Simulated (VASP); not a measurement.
BeTe (b), 2 atoms in the cell. The structure is cubic, space group F-43m (No. 216). The conventional cell has a = 5.664 Å, b = 5.664 Å, c = 5.664 Å, α = 90.00°, β = 90.00°, γ = 90.00°. Within 3.2 Å of Be (site symmetry -43m) lie 4 Te at 2.45 Å. Within 3.2 Å of Te (site symmetry -43m) lie 4 Be at 2.45 Å. 

* Program: VASP 6.6.1
* Task: single point
* Functional: PBE
* Potentials or basis: VASP PAW PBE potentials, release 64 (Be, Te)
* Cutoff: 600 eV
* k mesh: 8 × 8 × 8
* Occupations: gaussian, width 0.02 eV
* Spin: no spin polarisation
* Dipole correction: no
* Further INCAR settings: ALGO = Normal; EDIFF = 1e-06; NBANDS = 11

Potentials or basis: VASP PAW PBE potentials, release 64 (Be, Te).

Command:

```bash
$ cat potpaw_PBE.64/Be/POTCAR potpaw_PBE.64/Te/POTCAR > POTCAR
$ mpirun -np 1 vasp_std > vasp.out
```

Hardware: 1 thread of Intel Xeon 8259CL, on a shared host.

**Question.** How long does it take, and how much memory?

**Answer.** It took 29 s on 1 thread of Intel Xeon 8259CL (shared host), peak memory 0.18 GiB. Counts: scf iterations 13, k points 29.
